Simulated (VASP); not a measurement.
CdS:

```
CELL_PARAMETERS angstrom
0.00000 2.92000 2.92000
2.92000 0.00000 2.92000
2.92000 2.92000 0.00000
ATOMIC_POSITIONS crystal
Cd 0.00000 0.00000 0.00000
S 0.25000 0.25000 0.25000
```

```yaml
Program: VASP 6.6.1
Task: relaxation of cell and atoms
Functional: LDA
Potentials_or_basis: VASP PAW LDA potentials, release 64 (Cd, S)
Cutoff: 500 eV
k_mesh: 8 × 8 × 8
Occupations: gaussian, width 0.02 eV
Spin: no spin polarisation
```

At the start: pressure -2.2 GPa; volume 24.90 Å³/atom.

Problem. Where does the relaxation end?

Solution. Over 3 steps the energy falls by 6.1 meV/atom and the volume is 24.04 Å³/atom (-3.5 %); space group F-43m (No. 216, to 0.1 Å) before and after.

Step by step:
```csv
step,energy change (eV),largest force (eV/Å),pressure (GPa),volume (Å³)
1,0.0000,0.0000,-2.21,49.79
2,-0.0099,0.0000,1.06,47.36
3,-0.0123,0.0000,0.00,48.07
```

Final structure:
```
Cd S
1.0
     0.00000    2.88597    2.88597
     2.88597    0.00000    2.88597
     2.88597    2.88597    0.00000
Cd S
1 1
Direct
  0.00000 0.00000 0.00000
  0.25000 0.25000 0.25000
```
